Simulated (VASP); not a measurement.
# CaSe (F-43m) in VASP: notebook, part 2 of 2

VASP 6.6.1. Earlier steps stand in the parts before.

### 4 Single point, HSE06

File POSCAR:

```
CaSe
1.0
    0.0000000000      3.2795613702      3.2795613702
    3.2795613702      0.0000000000      3.2795613702
    3.2795613702      3.2795613702      0.0000000000
Ca Se
1 1
Direct
    0.0000000000      0.0000000000      0.0000000000
    0.2500000000      0.2500000000      0.2500000000
```

File INCAR.step1:

```
SYSTEM = CaSe
PREC = Accurate
ENCUT = 520
EDIFF = 1E-5
ISMEAR = 0
SIGMA = 0.01
LREAL = .FALSE.
LASPH = .TRUE.
NELM = 80
ALGO = Normal
ISIF = 2
LWAVE = .TRUE.
NBANDS = 15
GGA = PE
```

File INCAR.step2:

```
SYSTEM = CaSe
PREC = Accurate
ENCUT = 520
EDIFF = 1E-6
ISMEAR = 0
SIGMA = 0.01
LREAL = .FALSE.
LASPH = .TRUE.
NELM = 80
ALGO = Normal
ISIF = 2
LWAVE = .FALSE.
LCHARG = .TRUE.
GGA = PE
LHFCALC = .TRUE.
HFSCREEN = 0.2079
PRECFOCK = Normal
LELF = .TRUE.
LVHAR = .TRUE.
NBANDS = 15
ISTART = 1
```

File KPOINTS:

```
Automatic mesh
0
G
  4 4 4
  0 0 0
```

Potentials or basis: VASP PAW PBE potentials, release 64 (Ca_sv, Se).

Launch:

```bash
> cat potpaw_PBE.64/Ca_sv/POTCAR potpaw_PBE.64/Se/POTCAR > POTCAR
> cp INCAR.step1 INCAR
> mpirun -np 1 vasp_std > vasp.out
> cp INCAR.step2 INCAR
> mpirun -np 1 vasp_std > vasp.out
```

OUTCAR:

```text
SYSTEM = CaSe
   PREC = Accurate
   ENCUT = 520
   EDIFF = 1E-6
   ISMEAR = 0
   LREAL = .FALSE.
   LASPH = .TRUE.
   NELM = 80
   ISIF = 2
   GGA = PE
   LHFCALC = .TRUE.
   HFSCREEN = 0.2079
   PRECFOCK = Normal
   ISTART = 1

 ion  position               nearest neighbor table
   1  0.000  0.000  0.000-   2 2.84   2 2.84   2 2.84   2 2.84
   2  0.250  0.250  0.250-   1 2.84   1 2.84   1 2.84   1 2.84

  LATTYP: Found a face centered cubic cell.
 ALAT       =     6.5591227404

  Lattice vectors:

 A1 = (   0.0000000000,   3.2795613702,   3.2795613702)
 A2 = (   3.2795613702,   0.0000000000,   3.2795613702)
 A3 = (   3.2795613702,   3.2795613702,   0.0000000000)

Analysis of symmetry for initial positions (statically):
[... 5 lines left out ...]
 face centered cubic supercell.

 Subroutine GETGRP returns: Found 24 space group operations
 (whereof 24 operations were pure point group operations)
 out of a pool of 48 trial point group operations.

The static configuration has the point symmetry T_d .

Analysis of symmetry for dynamics (positions and initial velocities):
[... 5 lines left out ...]
 face centered cubic supercell.

 Subroutine GETGRP returns: Found 24 space group operations
 (whereof 24 operations were pure point group operations)
 out of a pool of 48 trial point group operations.

The dynamic configuration has the point symmetry T_d .

 Subroutine INISYM returns: Found 24 space group operations
 (whereof 24 operations are pure point group operations),
 and found     1 'primitive' translations

----------------------------------------------------------------------------------------

                                     Primitive cell

  volume of cell :      70.5468

  direct lattice vectors                    reciprocal lattice vectors
     0.000000000  3.279561370  3.279561370    -0.152459413  0.152459413  0.152459413
     3.279561370  0.000000000  3.279561370     0.152459413 -0.152459413  0.152459413
     3.279561370  3.279561370  0.000000000     0.152459413  0.152459413 -0.152459413

  length of vectors
     4.638000168  4.638000168  4.638000168     0.264067449  0.264067449  0.264067449

[... 100 lines left out ...]
   LEPSILON=     F    determine dielectric tensor
   LRPA    =     F    only Hartree local field effects (RPA)
 non-spin polarized calculation
 Gauss-broadening in eV      SIGMA  =   0.01
  energy-cutoff  :      520.00
  volume of cell :       70.55
 maximum number of plane-waves:      1924
 NGX is ok and might be reduce to    36
  NGX = 28; NGY = 28; NGZ = 28

 number of electron      16.0000003 magnetization

 Free energy of the ion-electron system (eV)
  ---------------------------------------------------
  ext. energy  EPLUGINS =         0.00000000
  ---------------------------------------------------
  free energy    TOTEN  =       -10.13181592 eV

  energy without entropy =      -10.13181592  energy(sigma->0) =      -10.13181592

 E-fermi :  -0.7644     XC(G=0):  -6.4031

 val. band max:       -0.9385723188   @ k =  -0.2500   0.2500   0.0000
 cond. band min:       3.1503284153   @ k =   0.0000   0.0000   0.0000
 fundamental gap:      4.0889007342
 Fermi energy:        -0.7643753890

 k-point     1 :       0.0000    0.0000    0.0000
  band No.  band energies     occupation
      1     -42.9980      2.00000
      2     -22.5372      2.00000
      3     -22.5372      2.00000
      4     -22.5372      2.00000
      5     -12.2446      2.00000
      6      -1.0226      2.00000
      7      -1.0226      2.00000
      8      -1.0226      2.00000
      9       3.1503      0.00000
     10       5.9091      0.00000
     11       5.9091      0.00000
     12       8.0190      0.00000
     13       8.0190      0.00000
     14       8.0190      0.00000
[... 113 lines left out ...]
      2     -22.5881      2.00000
      3     -22.5610      2.00000
      4     -22.5549      2.00000
      5     -11.8464      2.00000
      6      -1.7245      2.00000
      7      -1.7112      2.00000
      8      -1.0829      2.00000
      9       3.8895      0.00000
     10       5.3475      0.00000
     11       6.5097      0.00000
     12       6.7950      0.00000
     13       7.5610      0.00000
     14       9.0835      0.00000
     15       9.5417      0.00000

------------------------ aborting loop because EDIFF is reached ----------------------------------------

  FORCE on cell =-STRESS in cart. coord.  units (eV):
  Direction    XX          YY          ZZ          XY          YZ          ZX
  --------------------------------------------------------------------------------------
  -------------------------------------------------------------------------------------
  Total        0.1401348      0.1401348      0.1401348     -0.0000000      0.0000000     -0.0000000
  in kB        3.1825793      3.1825793      3.1825793     -0.0000000      0.0000000     -0.0000000
  external PRESSURE =       3.1825793 kB  Pullay stress =       0.0000000 kB

 VOLUME and BASIS-vectors are now :
 -----------------------------------------------------------------------------
  energy-cutoff  :      520.00
  volume of cell :       70.55
      direct lattice vectors                 reciprocal lattice vectors
     0.000000000  3.279561370  3.279561370    -0.152459413  0.152459413  0.152459413
     3.279561370  0.000000000  3.279561370     0.152459413 -0.152459413  0.152459413
     3.279561370  3.279561370  0.000000000     0.152459413  0.152459413 -0.152459413

 POSITION                                       TOTAL-FORCE (eV/Angst)
 -----------------------------------------------------------------------------------
      0.00000      0.00000      0.00000         0.000000      0.000000      0.000000
      1.63978      1.63978      1.63978        -0.000000     -0.000000     -0.000000
 -----------------------------------------------------------------------------------
    total drift:                                0.000003      0.000000     -0.000003

  FREE ENERGIE OF THE ION-ELECTRON SYSTEM (eV)
  ---------------------------------------------------
  free  energy   TOTEN  =       -10.1318159234 eV

  energy  without entropy=      -10.1318159234  energy(sigma->0) =      -10.13181592
```

OUTCAR.step1:

```text
SYSTEM = CaSe
   PREC = Accurate
   ENCUT = 520
   EDIFF = 1E-5
   ISMEAR = 0
   LREAL = .FALSE.
   LASPH = .TRUE.
[... 347 lines left out ...]
      0.00000      0.00000      0.00000         0.000000      0.000000      0.000000
      1.63978      1.63978      1.63978        -0.000000     -0.000000     -0.000000
 -----------------------------------------------------------------------------------
    total drift:                                0.000000      0.000000      0.000000

  FREE ENERGIE OF THE ION-ELECTRON SYSTEM (eV)
  ---------------------------------------------------
  free  energy   TOTEN  =        -8.9664721265 eV

  energy  without entropy=       -8.9664721265  energy(sigma->0) =       -8.96647213
```

It took 6.5 min on 1 thread of Intel Xeon Platinum 8488C (Sapphire Rapids), shared host; peak memory 0.3 GiB.

What came out:

* Free energy: -10.1318 eV
* Pressure: 0.3 GPa
* Band gap on the k mesh: 4.09 eV, indirect (least direct gap 4.17 eV)

Caveat: the PAW data sets were made with another functional, which shifts forces and pressure a little. A k mesh can miss the band edges.
